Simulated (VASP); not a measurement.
# Si (Fd-3m) in VASP: single point with PBEsol

Aim: the single point of Si with PBEsol.

All numbers are computed with VASP 6.6.1; they aren't measurements. Logs are shortened: lines on timing, memory, paths and dates and some standing lists are left out, and cuts for length are marked.

## (1) The cell of the first run

Symmetry: Fd-3m, No. 227, cubic system. Conventional cell: a = 5.433 Å, b = 5.433 Å, c = 5.433 Å, α = 90.00°, β = 90.00°, γ = 90.00°. Within 3.1 Å of Si (site symmetry -43m) lie 4 Si at 2.35 Å.

## (2) Single point, PBEsol, non-collinear spin, zero start, spin-orbit coupling

File INCAR:

```
PREC = Accurate
ENCUT = 500
EDIFF = 1E-6
ISMEAR = 0
SIGMA = 0.1
LREAL = F
LASPH = T
NELM = 200
ALGO = Normal
ISIF = 2
LWAVE = F
LCHARG = F
LNONCOLLINEAR = T
MAGMOM = 0 0 0 0 0 0
LORBIT = 11
LSORBIT = T
GGA_COMPAT = F
LORBMOM = T
GGA = PS
NBANDS = 20
```

File KPOINTS:

```
regular mesh
0
Gamma
  14 14 14
```

File POSCAR:

```
Si
1.0
    0.0000000000      2.7167281733      2.7167281733
    2.7167281733      0.0000000000      2.7167281733
    2.7167281733      2.7167281733      0.0000000000
Si
2
Direct
    0.0000000000      0.0000000000      0.0000000000
    0.2500000000      0.2500000000      0.2500000000
```

Potentials or basis: VASP PAW PBE potentials, release 64 (Si).

Started as:

```
> cat potpaw_PBE.64/Si/POTCAR > POTCAR
> mpirun -np 1 vasp_ncl > vasp.out
```

OUTCAR:

```text
PREC = Accurate
   ENCUT = 500
   EDIFF = 1E-6
   ISMEAR = 0
   LREAL = F
   LASPH = T
   NELM = 200
   ISIF = 2
   LNONCOLLINEAR = T
   LORBIT = 11
   LSORBIT = T
   GGA = PS

 ion  position               nearest neighbor table
   1  0.000  0.000  0.000-   2 2.35   2 2.35   2 2.35   2 2.35
   2  0.250  0.250  0.250-   1 2.35   1 2.35   1 2.35   1 2.35

  LATTYP: Found a face centered cubic cell.
 ALAT       =     5.4334563466

  Lattice vectors:

 A1 = (   0.0000000000,   2.7167281733,   2.7167281733)
 A2 = (   2.7167281733,   0.0000000000,   2.7167281733)
 A3 = (   2.7167281733,   2.7167281733,   0.0000000000)

Analysis of symmetry for initial positions (statically):
=====================================================================
 Subroutine PRICEL returns:
 Original cell was already a primitive cell.

 Routine SETGRP: Setting up the symmetry group for a
 face centered cubic supercell.

 Subroutine GETGRP returns: Found 48 space group operations
 (whereof 24 operations were pure point group operations)
 out of a pool of 48 trial point group operations.

The static configuration has the point symmetry T_d .
 The point group associated with its full space group is O_h .

Analysis of symmetry for dynamics (positions and initial velocities):
=====================================================================
 Subroutine PRICEL returns:
 Original cell was already a primitive cell.

 Routine SETGRP: Setting up the symmetry group for a
 face centered cubic supercell.

 Subroutine GETGRP returns: Found 48 space group operations
 (whereof 24 operations were pure point group operations)
 out of a pool of 48 trial point group operations.

The dynamic configuration has the point symmetry T_d .
 The point group associated with its full space group is O_h .

Analysis of structural, dynamic, and magnetic symmetry:
=====================================================================
 Subroutine PRICEL returns:
 Original cell was already a primitive cell.

 Routine SETGRP: Setting up the symmetry group for a
 face centered cubic supercell.

 Subroutine GETGRP returns: Found 48 space group operations
 (whereof 24 operations were pure point group operations)
 out of a pool of 48 trial point group operations.

The overall configuration has the point symmetry T_d .
 The point group associated with its full space group is O_h .

 Subroutine INISYM returns: Found 48 space group operations
 (whereof 24 operations are pure point group operations),
 and found     1 'primitive' translations

----------------------------------------------------------------------------------------

                                     Primitive cell

  volume of cell :      40.1022

  direct lattice vectors                    reciprocal lattice vectors
     0.000000000  2.716728173  2.716728173    -0.184044913  0.184044913  0.184044913
     2.716728173  0.000000000  2.716728173     0.184044913 -0.184044913  0.184044913
     2.716728173  2.716728173  0.000000000     0.184044913  0.184044913 -0.184044913

  length of vectors
     3.842033828  3.842033828  3.842033828     0.318775140  0.318775140  0.318775140

  position of ions in fractional coordinates (direct lattice)
     0.000000000  0.000000000  0.000000000
     0.250000000  0.250000000  0.250000000

  ion indices of the primitive-cell ions
   primitive index   ion index
                 1           1
                 2           2

----------------------------------------------------------------------------------------

 KPOINTS: regular mesh

Automatic generation of k-mesh.
 Grid dimensions read from file:
 generate k-points for:   14   14   14

 Generating k-lattice:

  Cartesian coordinates                     Fractional coordinates (reciprocal lattice)
    -0.013146065  0.013146065  0.013146065     0.071428571  0.000000000  0.000000000
[... 93 lines left out ...]
 maximum number of plane-waves:      2068
   NGX = 13   NGY = 13   NGZ = 13

 number of electron       8.0000001 magnetization       0.0000000      0.0000000      0.0000000

 number of electron       8.0000001 magnetization      -0.0000000      0.0000000      0.0000000

 number of electron       8.0000001 magnetization       0.0000000     -0.0000000     -0.0000000

 Free energy of the ion-electron system (eV)
  ---------------------------------------------------
  ext. energy  EPLUGINS =         0.00000000
  ---------------------------------------------------
  free energy    TOTEN  =       -11.49374601 eV

  energy without entropy =      -11.49374491  energy(sigma->0) =      -11.49374546

 E-fermi :   6.0011     XC(G=0):  -9.5481

 val. band max:        5.7901527073   @ k =   0.0000   0.0000   0.0000
 cond. band min:       6.2334442785   @ k =   0.4286   0.4286   0.0000
 fundamental gap:      0.4432915712
 Fermi energy:         6.0011157788

 k-point     1 :       0.0000    0.0000    0.0000
  band No.  band energies     occupation
      1      -6.2056      1.00000
      2      -6.2056      1.00000
      3       5.7424      0.99987
      4       5.7424      0.99987
      5       5.7902      0.99857
      6       5.7902      0.99857
[... 541 lines left out ...]
     19      14.2301      0.00000
     20      14.2301      0.00000

 [... further k-points ...]

------------------------ aborting loop because EDIFF is reached ----------------------------------------

  FORCE on cell =-STRESS in cart. coord.  units (eV):
  Direction    XX          YY          ZZ          XY          YZ          ZX
  --------------------------------------------------------------------------------------
  -------------------------------------------------------------------------------------
  Total        0.0291768      0.0291768      0.0291768      0.0000000      0.0000000      0.0000000
  in kB        1.1656794      1.1656794      1.1656794      0.0000000      0.0000000      0.0000000
  external PRESSURE =       1.1656794 kB  Pullay stress =       0.0000000 kB

 VOLUME and BASIS-vectors are now :
 -----------------------------------------------------------------------------
  energy-cutoff  :      500.00
  volume of cell :       40.10
      direct lattice vectors                 reciprocal lattice vectors
     0.000000000  2.716728173  2.716728173    -0.184044913  0.184044913  0.184044913
     2.716728173  0.000000000  2.716728173     0.184044913 -0.184044913  0.184044913
     2.716728173  2.716728173  0.000000000     0.184044913  0.184044913 -0.184044913

 POSITION                                       TOTAL-FORCE (eV/Angst)
 -----------------------------------------------------------------------------------
      0.00000      0.00000      0.00000         0.000000      0.000000      0.000000
      1.35836      1.35836      1.35836        -0.000000     -0.000000     -0.000000
 -----------------------------------------------------------------------------------
    total drift:                                0.000000     -0.000000     -0.000000

  FREE ENERGIE OF THE ION-ELECTRON SYSTEM (eV)
  ---------------------------------------------------
  free  energy   TOTEN  =       -11.4937460055 eV

  energy  without entropy=      -11.4937449145  energy(sigma->0) =      -11.49374546

 orbital moment (x)

 # of ion     p       tot
 --------------------------------
  1        -0.000  -0.000
  2         0.000   0.000
 --------------------------------
           -0.000  -0.000

 orbital moment (y)

 # of ion     p       tot
 --------------------------------
  1         0.000   0.000
  2        -0.000  -0.000
 --------------------------------
           -0.000  -0.000

 orbital moment (z)

 # of ion     p       tot
 --------------------------------
  1         0.000   0.000
  2         0.000   0.000
 --------------------------------
            0.000   0.000

 Spin-Orbit-Coupling matrix elements

 Ion:    1  E_soc:     -0.0003246
 l=   1
     0.0000000    -0.0000541    -0.0000541
    -0.0000541     0.0000000    -0.0000541
    -0.0000541    -0.0000541     0.0000000
 l=   2
     0.0000000     0.0000000     0.0000000     0.0000000     0.0000000
     0.0000000     0.0000000     0.0000000     0.0000000     0.0000000
     0.0000000     0.0000000     0.0000000     0.0000000     0.0000000
     0.0000000     0.0000000     0.0000000     0.0000000     0.0000000
     0.0000000     0.0000000     0.0000000     0.0000000     0.0000000
 l=   3
     0.0000000     0.0000000     0.0000000     0.0000000     0.0000000     0.0000000     0.0000000
     0.0000000     0.0000000     0.0000000     0.0000000     0.0000000     0.0000000     0.0000000
     0.0000000     0.0000000     0.0000000     0.0000000     0.0000000     0.0000000     0.0000000
     0.0000000     0.0000000     0.0000000     0.0000000     0.0000000     0.0000000     0.0000000
     0.0000000     0.0000000     0.0000000     0.0000000     0.0000000     0.0000000     0.0000000
     0.0000000     0.0000000     0.0000000     0.0000000     0.0000000     0.0000000     0.0000000
     0.0000000     0.0000000     0.0000000     0.0000000     0.0000000     0.0000000     0.0000000

 Ion:    2  E_soc:     -0.0003246
 l=   1
     0.0000000    -0.0000541    -0.0000541
    -0.0000541     0.0000000    -0.0000541
    -0.0000541    -0.0000541     0.0000000
 l=   2
     0.0000000     0.0000000     0.0000000     0.0000000     0.0000000
     0.0000000     0.0000000     0.0000000     0.0000000     0.0000000
     0.0000000     0.0000000     0.0000000     0.0000000     0.0000000
     0.0000000     0.0000000     0.0000000     0.0000000     0.0000000
     0.0000000     0.0000000     0.0000000     0.0000000     0.0000000
 l=   3
     0.0000000     0.0000000     0.0000000     0.0000000     0.0000000     0.0000000     0.0000000
     0.0000000     0.0000000     0.0000000     0.0000000     0.0000000     0.0000000     0.0000000
     0.0000000     0.0000000     0.0000000     0.0000000     0.0000000     0.0000000     0.0000000
     0.0000000     0.0000000     0.0000000     0.0000000     0.0000000     0.0000000     0.0000000
     0.0000000     0.0000000     0.0000000     0.0000000     0.0000000     0.0000000     0.0000000
     0.0000000     0.0000000     0.0000000     0.0000000     0.0000000     0.0000000     0.0000000
     0.0000000     0.0000000     0.0000000     0.0000000     0.0000000     0.0000000     0.0000000

 total charge

# of ion       s       p       d       tot
------------------------------------------
    1        0.752   0.937   0.000   1.690
    2        0.752   0.937   0.000   1.690
--------------------------------------------------
tot          1.505   1.875   0.000   3.380

 magnetization (x)

# of ion       s       p       d       tot
------------------------------------------
    1       -0.000  -0.000   0.000  -0.000
    2        0.000  -0.000   0.000  -0.000
--------------------------------------------------
tot         -0.000  -0.000   0.000  -0.000

 magnetization (y)

# of ion       s       p       d       tot
------------------------------------------
    1        0.000   0.000   0.000   0.000
    2       -0.000   0.000   0.000  -0.000
--------------------------------------------------
tot         -0.000   0.000   0.000   0.000

 magnetization (z)

# of ion       s       p       d       tot
------------------------------------------
    1        0.000   0.000   0.000   0.000
    2        0.000   0.000   0.000   0.000
--------------------------------------------------
tot          0.000   0.000   0.000   0.000
```

Run time: 4 min. Hardware: 1 thread of Intel Xeon 8259CL, shared host; peak memory 0.29 GiB.

What came out:

```yaml
Free_energy: -11.4937 eV
Pressure: 0.1 GPa
Net_moment: 0.00 μB per cell
Valence_electrons_inside_the_program's_atomic_spheres: Si 1.69
```

Moments on the atoms (μB; x, y, z):
```
Si  0.00 0.00 0.00
Si  0.00 0.00 0.00
```

Caveat: the PAW data sets were made with another functional, which shifts forces and pressure a little.
